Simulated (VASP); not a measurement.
Crystal: CuO.

```
CELL_PARAMETERS angstrom
1.96406 -2.12444 0.00000
1.96406 2.12444 0.00000
0.00000 0.00000 5.08624
ATOMIC_POSITIONS crystal
Cu 0.50000 0.00000 0.00000
Cu 0.00000 0.50000 0.50000
O 0.50000 0.50000 0.25000
O 0.50000 0.50000 0.75000
```

Base run:

| Item | Value |
| --- | --- |
| Program | VASP 6.6.1 |
| Functional | PBEsol |
| Potentials or basis | VASP PAW PBE potentials, release 64 (Cu, O) |
| Cutoff | 520 eV |
| k mesh | 9 × 9 × 5 |
| Occupations | fermi-dirac, width 0.05 eV |
| Spin | no spin polarisation |

Its results: band gap on the k mesh zero (band 17 reaches 5.88 eV, above the bottom of band 18 at 4.97 eV); pressure 1.3 GPa.

**Question.** The run is repeated on the same cell with these changes: functional from PBEsol to PBE; further incar settings from ALGO = Normal; EDIFF = 1e-06; NBANDS = 25 to ALGO = Normal; EDIFF = 1e-07; NBANDS = 25. What comes out?

**Answer.** Band gap on the k mesh zero (band 17 reaches 6.04 eV, above the bottom of band 18 at 5.15 eV); pressure 9.3 GPa.

Caveats: semilocal functionals often make such compounds metallic where correlation or magnetic order opens a gap, which also shifts bond lengths; the PAW data sets were made with another functional, which shifts forces and pressure a little (some runs).
